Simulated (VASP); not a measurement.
Input of a VASP 6.6.1 run:

The input INCAR:

```
SYSTEM = Cd
  ALGO = Normal
  EDIFF = 1E-7
  ENCUT = 520
  GGA = RP
  ISIF = 2
  ISMEAR = 0
  ISPIN = 2
  LASPH = .True.
  LCHARG = .False.
  LORBIT = 11
  LREAL = .False.
  LWAVE = .False.
  MAGMOM = 0.5 -0.5
  NBANDS = 23
  NELM = 150
  PREC = Accurate
  SIGMA = 0.05
```

Contents of KPOINTS:

```
k-points
0
Gamma
  10 10 5
  0 0 0
```

Contents of POSCAR:

```
Cd
1.0
    3.0950965647      0.0000000000      0.0000000000
   -1.5475482823      2.6804322522      0.0000000000
    0.0000000000      0.0000000000      5.8087597982
Cd
2
Direct
    0.6666666667      0.3333333333      0.7500000000
    0.3333333333      0.6666666667      0.2500000000
```

Potentials or basis: VASP PAW PBE potentials, release 64 (Cd).

Launch:

```console
$ cat potpaw_PBE.64/Cd/POTCAR > POTCAR
$ mpirun -np 1 vasp_std > vasp.out
```

(1) Predict the pressure.

(2) Predict the net moment.

(3) Predict the band gap on the k mesh.

Answers

(1) 0.2 GPa.

(2) 0.00 μB per cell.

(3) zero (filled and empty bands overlap).

Caveat: the PAW data sets were made with another functional, which shifts forces and pressure a little.
